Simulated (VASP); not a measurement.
Input of a VASP 6.6.1 run:

File INCAR:

```
SYSTEM = TaN
PREC     = Accurate       ! precision mode
ENCUT    = 520            ! plane-wave cutoff, eV
EDIFF    = 1E-6           ! SCF threshold, eV
ISMEAR   = 0              ! smearing method
SIGMA    = 0.15           ! smearing width, eV
LREAL    = .False.        ! projectors in reciprocal space
LASPH    = .True.         ! aspherical terms in the spheres
NELM     = 80             ! most SCF steps
ALGO     = Normal         ! electronic algorithm
ISIF     = 2              ! what is computed and relaxed
LWAVE    = .False.        ! write WAVECAR
LCHARG   = .True.         ! write CHGCAR
GGA      = PS             ! functional
LELF     = .True.         ! ELF
LVHAR    = .True.       
NBANDS   = 15             ! bands
```

The input KPOINTS:

```
Automatic mesh
0
Gamma
  18 18 16
  0 0 0
```

Contents of POSCAR:

```
TaN
1.0
    2.9379988584      0.0000000000      0.0000000000
   -1.4689994292      2.5443816477      0.0000000000
    0.0000000000      0.0000000000      2.8830000000
Ta N
1 1
Direct
    0.3333333333      0.6666666667      0.5000000000
    0.0569446310      0.0416863631     -0.1040582726
```

Potentials or basis: VASP PAW PBE potentials, release 64 (Ta_pv, N).

Run with:

```sh
$ cat potpaw_PBE.64/Ta_pv/POTCAR potpaw_PBE.64/N/POTCAR > POTCAR
$ mpirun -np 1 vasp_std > vasp.out
```

**Question.** Predict the largest force.

**Answer.** 5.429 eV/Å.

**Question.** Predict the band gap on the k mesh.

**Answer.** Zero (bands 8 and 9 overlap by 0.14 eV).

**Question.** Predict the pressure.

**Answer.** 18.3 GPa.

Stress tensor (GPa, compression positive):
```
 10.86  -5.32  -7.94
 -5.32  24.39 -10.82
 -7.94 -10.82  19.76
```

Caveat: the cell differs from its parent crystal (atom 2 (N) moved by (+0.150, -0.300) A along [1 1 0] and z); the stress differs along the axes, from 11 to 24 GPa; the PAW data sets were made with another functional, which shifts forces and pressure a little; spin-orbit coupling is left out, which moves the levels of the heavy elements.
